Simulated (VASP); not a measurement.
# NaOs6 (Pm-3m) in VASP: single point with PBE

Aim: the single point of NaOs6 with PBE.

Everything below comes from runs of VASP 6.6.1. Logs are shortened: lines on timing, memory, paths and dates and some standing lists are left out, and cuts for length are marked.

## (1) The cell of the first run

Symmetry: Pm-3m, No. 221, cubic system. The conventional cell has a = 5.887 Å, b = 5.887 Å, c = 5.887 Å, α = 90.00°, β = 90.00°, γ = 90.00°. Within 5.9 Å of Na (site symmetry m-3m) lie 24 Os at 4.32 Å and 6 Na at 5.89 Å. Os (site symmetry 4mm) has 5 Os at 2.33 to 2.52 Å within 3.1 Å.

The cell was built from a structure type or drawn by symmetry, and may not be a known phase.

## (2) Single point, PBE

INCAR

```
  PREC = Accurate
  ENCUT = 970
  EDIFF = 1E-6
  ISMEAR = 0
  SIGMA = 0.1
  LREAL = False
  LASPH = True
  NELM = 120
  ALGO = Normal
  ISIF = 2
  LWAVE = False
  LCHARG = False
  GGA = PE
  NBANDS = 62
  GGA_COMPAT = False
```

KPOINTS

```
Automatic mesh
0
Gamma
  4 4 4
```

POSCAR

```
NaOs6
1.0
    5.8867959260      0.0000000000      0.0000000000
    0.0000000000      5.8867959260      0.0000000000
    0.0000000000      0.0000000000      5.8867959260
Na Os
1 6
Direct
    0.0000000000      0.0000000000      0.0000000000
    0.1975184731      0.5000000000      0.5000000000
    0.5000000000      0.1975184731      0.5000000000
    0.8024815269      0.5000000000      0.5000000000
    0.5000000000      0.8024815269      0.5000000000
    0.5000000000      0.5000000000      0.1975184731
    0.5000000000      0.5000000000      0.8024815269
```

Potentials or basis: VASP PAW PBE potentials, release 64 (Na_sv, Os_sv_GW).

Launch:

```sh
$ cat potpaw_PBE.64/Na_sv/POTCAR potpaw_PBE.64/Os_sv_GW/POTCAR > POTCAR
$ mpirun -np 1 vasp_std > vasp.out
```

OUTCAR:

```text
PREC = Accurate
   ENCUT = 970
   EDIFF = 1E-6
   ISMEAR = 0
   LREAL = False
   LASPH = True
   NELM = 120
   ISIF = 2
   GGA = PE

 ion  position               nearest neighbor table
   1  0.000  0.000  0.000-
   2  0.198  0.500  0.500-   4 2.33   3 2.52   5 2.52   6 2.52   7 2.52
   3  0.500  0.198  0.500-   5 2.33   4 2.52   2 2.52   6 2.52   7 2.52
   4  0.802  0.500  0.500-   2 2.33   3 2.52   5 2.52   6 2.52   7 2.52
   5  0.500  0.802  0.500-   3 2.33   2 2.52   4 2.52   6 2.52   7 2.52
   6  0.500  0.500  0.198-   7 2.33   3 2.52   4 2.52   5 2.52   2 2.52
   7  0.500  0.500  0.802-   6 2.33   3 2.52   4 2.52   5 2.52   2 2.52

  LATTYP: Found a simple cubic cell.
 ALAT       =     5.8867959260

  Lattice vectors:

 A1 = (   5.8867959260,   0.0000000000,   0.0000000000)
 A2 = (   0.0000000000,   5.8867959260,   0.0000000000)
 A3 = (   0.0000000000,   0.0000000000,   5.8867959260)

Analysis of symmetry for initial positions (statically):
=====================================================================
 Subroutine PRICEL returns:
 Original cell was already a primitive cell.

 Routine SETGRP: Setting up the symmetry group for a
 simple cubic supercell.

 Subroutine GETGRP returns: Found 48 space group operations
 (whereof 48 operations were pure point group operations)
 out of a pool of 48 trial point group operations.

The static configuration has the point symmetry O_h .

Analysis of symmetry for dynamics (positions and initial velocities):
=====================================================================
 Subroutine PRICEL returns:
 Original cell was already a primitive cell.

 Routine SETGRP: Setting up the symmetry group for a
 simple cubic supercell.

 Subroutine GETGRP returns: Found 48 space group operations
 (whereof 48 operations were pure point group operations)
 out of a pool of 48 trial point group operations.

The dynamic configuration has the point symmetry O_h .

 Subroutine INISYM returns: Found 48 space group operations
 (whereof 48 operations are pure point group operations),
 and found     1 'primitive' translations

----------------------------------------------------------------------------------------

                                     Primitive cell

  volume of cell :     204.0032

  direct lattice vectors                    reciprocal lattice vectors
     5.886795926  0.000000000  0.000000000     0.169871695  0.000000000  0.000000000
     0.000000000  5.886795926  0.000000000     0.000000000  0.169871695  0.000000000
     0.000000000  0.000000000  5.886795926     0.000000000  0.000000000  0.169871695

  length of vectors
     5.886795926  5.886795926  5.886795926     0.169871695  0.169871695  0.169871695

  position of ions in fractional coordinates (direct lattice)
     0.000000000  0.000000000  0.000000000
     0.197518473  0.500000000  0.500000000
     0.500000000  0.197518473  0.500000000
     0.802481527  0.500000000  0.500000000
     0.500000000  0.802481527  0.500000000
     0.500000000  0.500000000  0.197518473
     0.500000000  0.500000000  0.802481527

  ion indices of the primitive-cell ions
   primitive index   ion index
                 1           1
                 2           2
                 3           3
                 4           4
                 5           5
                 6           6
                 7           7

----------------------------------------------------------------------------------------

 KPOINTS: Automatic mesh

Automatic generation of k-mesh.
 Grid dimensions read from file:
 generate k-points for:    4    4    4

 Generating k-lattice:

  Cartesian coordinates                     Fractional coordinates (reciprocal lattice)
     0.042467924  0.000000000  0.000000000     0.250000000  0.000000000  0.000000000
     0.000000000  0.042467924  0.000000000     0.000000000  0.250000000  0.000000000
     0.000000000  0.000000000  0.042467924     0.000000000  0.000000000  0.250000000

  Length of vectors
     0.042467924  0.042467924  0.042467924

  Shift w.r.t. Gamma in fractional coordinates (k-lattice)
     0.000000000  0.000000000  0.000000000

 Subroutine IBZKPT returns following result:
 ===========================================

 Found     10 irreducible k-points:

 Following reciprocal coordinates:
            Coordinates               Weight
  0.000000  0.000000  0.000000      1.000000
  0.250000  0.000000  0.000000      6.000000
  0.500000  0.000000  0.000000      3.000000
  0.250000  0.250000  0.000000     12.000000
  0.500000  0.250000  0.000000     12.000000
  0.500000  0.500000  0.000000      3.000000
  0.250000  0.250000  0.250000      8.000000
  0.500000  0.250000  0.250000     12.000000
  0.500000  0.500000  0.250000      6.000000
  0.500000  0.500000  0.500000      1.000000
   k-points           NKPTS =     10   k-points in BZ     NKDIM =     10   number of bands    NBANDS=     62
   number of dos      NEDOS =    301   number of ions     NIONS =      7
   total plane-waves  NPLWV = 216000
   dimension x,y,z NGX =    60 NGY =   60 NGZ =   60
   dimension x,y,z NGXF=   120 NGYF=  120 NGZF=  120
   ions per type =               1   6
   NGX,Y,Z   is equivalent  to a cutoff of  16.94, 16.94, 16.94 a.u.
   NGXF,Y,Z  is equivalent  to a cutoff of  33.89, 33.89, 33.89 a.u.
 SYSTEM =  unknown system
   PREC   = accura    normal or accurate (medium, high low for compatibility)
   ISTART =      0    job   : 0-new  1-cont  2-samecut
   ICHARG =      2    charge: 1-file 2-atom 10-const
   ISPIN  =      1    spin polarized calculation?
   LNONCOLLINEAR =      F non collinear calculations
   LSORBIT =      F    spin-orbit coupling
   LASPH  =      T    aspherical Exc in radial PAW
   ENCUT  =  970.0 eV  71.29 Ry    8.44 a.u.  14.95 14.95 14.95*2*pi/ulx,y,z
   NELM   =    120;   NELMIN=  2; NELMDL= -5     # of ELM steps
   EDIFF  = 0.1E-05   stopping-criterion for ELM
   LREAL  =      F    real-space projection
   EDIFFG = 0.1E-04   stopping-criterion for IOM
   NSW    =      0    number of steps for IOM
   IBRION =     -1    ionic relax: 0-MD 1-quasi-New 2-CG
   NFREE  =      0    steps in history (QN), initial steepest desc. (CG)
   ISIF   =      2    stress and relaxation
   ISYM   =      2    0-nonsym 1-usesym 2-fastsym
   POTIM  = 0.5000    time-step for ionic-motion
   TEBEG  =    0.0;   TEEND  =   0.0 temperature during run
   PSTRESS=    0.0 pullay stress
   NELECT =     105.0000    total number of electrons
   NUPDOWN=      -1.0000    fix difference up-down
   EMIN   =  10.00;   EMAX   =-10.00  energy-range for DOS
   EFERMI =   0.00;   METHOD = LEGACY
   ISMEAR =     0;   SIGMA  =   0.10  broadening in eV -4-tet -1-fermi 0-gaus
   EFERMI_NEDOS =   21; number of points for ismear=-14 and -15
   IALGO  =     38    algorithm
   IMIX   =      4    mixing-type and parameters
     AMIX     =   0.40;   BMIX     =  1.00
     AMIX_MAG =   1.60;   BMIX_MAG =  1.00
  volume/ion in A,a.u.               =      29.14       196.67
  Fermi-wavevector in a.u.,A,eV,Ry     =   1.311975  2.479274 23.419421  1.721279
  Thomas-Fermi vector in A             =   2.442400
   LORBIT       =      0    0 simple, 1 ext, 2 COOP (PROOUT), +10 PAW based schemes
   GGA     = PE    functional components
   LHFCALC =     F    Hartree Fock is set to
   AEXX    =    0.0000 exact exchange contribution
   IVDW    =     0    specifies the selected vdW correction
   LEPSILON=     F    determine dielectric tensor
   LRPA    =     F    only Hartree local field effects (RPA)
 non-spin polarized calculation
 Gauss-broadening in eV      SIGMA  =   0.10
  energy-cutoff  :      970.00
  volume of cell :      204.00
 maximum number of plane-waves:     14030
 NGX is ok and might be reduce to    60
   NGX = 29   NGY = 29   NGZ = 29

 number of electron     104.9999990 magnetization

 Free energy of the ion-electron system (eV)
  ---------------------------------------------------
  ext. energy  EPLUGINS =         0.00000000
  ---------------------------------------------------
  free energy    TOTEN  =       -64.70765045 eV

  energy without entropy =      -64.65892726  energy(sigma->0) =      -64.68328885

 E-fermi :   3.7906     XC(G=0):  -9.0381

 val. band max:        3.7616353609   @ k =   0.5000   0.2500   0.0000
 cond. band min:       3.8458753292   @ k =   0.5000   0.5000   0.2500
 fundamental gap:      0.0842399684
 Fermi energy:         3.7905816721

 k-point     1 :       0.0000    0.0000    0.0000
  band No.  band energies     occupation
      1     -82.6716      2.00000
      2     -82.5465      2.00000
      3     -82.5465      2.00000
      4     -82.4795      2.00000
      5     -82.4795      2.00000
      6     -82.4795      2.00000
[... 54 lines left out ...]
     61       5.8770      0.00000
     62       5.8770      0.00000

 k-point     2 :       0.2500    0.0000    0.0000
  band No.  band energies     occupation
      1     -82.6628      2.00000
      2     -82.5671      2.00000
      3     -82.5465      2.00000
      4     -82.4795      2.00000
      5     -82.4795      2.00000
      6     -82.4677      2.00000
[... 54 lines left out ...]
     61       5.6776      0.00000
     62       7.5329      0.00000

 k-point     3 :       0.5000    0.0000    0.0000
  band No.  band energies     occupation
      1     -82.6506      2.00000
      2     -82.5880      2.00000
      3     -82.5465      2.00000
      4     -82.4795      2.00000
      5     -82.4795      2.00000
      6     -82.4590      2.00000
[... 444 lines left out ...]
     61       6.0477      0.00000
     62       6.1784      0.00000

 k-point    10 :       0.5000    0.5000    0.5000
  band No.  band energies     occupation
      1     -82.5879      2.00000
      2     -82.5879      2.00000
      3     -82.5879      2.00000
      4     -82.5646      2.00000
      5     -82.4373      2.00000
      6     -82.4373      2.00000
[... 54 lines left out ...]
     61       5.8658      0.00000
     62       5.8663      0.00000

------------------------ aborting loop because EDIFF is reached ----------------------------------------

  FORCE on cell =-STRESS in cart. coord.  units (eV):
  Direction    XX          YY          ZZ          XY          YZ          ZX
  --------------------------------------------------------------------------------------
  -------------------------------------------------------------------------------------
  Total        0.0405133      0.0405133      0.0405133      0.0000000      0.0000000     -0.0000000
  in kB        0.3181787      0.3181787      0.3181787      0.0000000      0.0000000     -0.0000000
  external PRESSURE =       0.3181787 kB  Pullay stress =       0.0000000 kB

 VOLUME and BASIS-vectors are now :
 -----------------------------------------------------------------------------
  energy-cutoff  :      970.00
  volume of cell :      204.00
      direct lattice vectors                 reciprocal lattice vectors
     5.886795926  0.000000000  0.000000000     0.169871695  0.000000000  0.000000000
     0.000000000  5.886795926  0.000000000     0.000000000  0.169871695  0.000000000
     0.000000000  0.000000000  5.886795926     0.000000000  0.000000000  0.169871695

 POSITION                                       TOTAL-FORCE (eV/Angst)
 -----------------------------------------------------------------------------------
      0.00000      0.00000      0.00000         0.000000     -0.000000      0.000000
      1.16275      2.94340      2.94340         0.007915     -0.000000      0.000000
      2.94340      1.16275      2.94340         0.000000      0.007915      0.000000
      4.72404      2.94340      2.94340        -0.007915     -0.000000     -0.000000
      2.94340      4.72404      2.94340         0.000000     -0.007915     -0.000000
      2.94340      2.94340      1.16275        -0.000000     -0.000000      0.007915
      2.94340      2.94340      4.72404         0.000000      0.000000     -0.007915
 -----------------------------------------------------------------------------------
    total drift:                               -0.000000      0.000000      0.000000

  FREE ENERGIE OF THE ION-ELECTRON SYSTEM (eV)
  ---------------------------------------------------
  free  energy   TOTEN  =       -64.7076504537 eV

  energy  without entropy=      -64.6589272554  energy(sigma->0) =      -64.68328885
```

It took 3.7 min on 1 thread of Intel Xeon 6975P-C (Granite Rapids), shared host; peak memory 0.62 GiB.

Results:

| Quantity | Value |
| --- | --- |
| Free energy | -64.7077 eV |
| Pressure | 0.0 GPa |
| Largest force | 0.008 eV/Å |
| Band gap on the k mesh | zero (an odd number of electrons rules out a gap without spin polarisation) |

Forces on the atoms (eV/Å):
```
Na   0.000  0.000  0.000
Os   0.008  0.000  0.000
Os   0.000  0.008  0.000
Os  -0.008  0.000  0.000
Os   0.000 -0.008  0.000
Os   0.000  0.000  0.008
Os   0.000  0.000 -0.008
```

Levels at points of the mesh, in eV from the Fermi level:
```tsv
k point	band 49	band 50	band 51	band 52	band 53	band 54	band 55	band 56	band 57	band 58
(0.00, 0.00, 0.00)	-0.94	-0.94	-0.87	-0.87	-0.87	0.68	0.68	1.31	1.46	1.46
(0.50, 0.00, 0.00)	-1.23	-1.23	-0.27	0.08	0.35	0.35	0.67	0.72	0.98	0.98
(0.50, 0.50, 0.00)	-1.26	-1.26	-0.90	-0.62	-0.25	0.37	0.93	0.93	1.12	1.15
(0.50, 0.50, 0.50)	-1.43	-1.43	-1.43	-0.26	-0.26	-0.03	-0.03	-0.03	1.62	1.62
```

Caveat: spin-orbit coupling is left out, which moves the levels of the heavy elements.
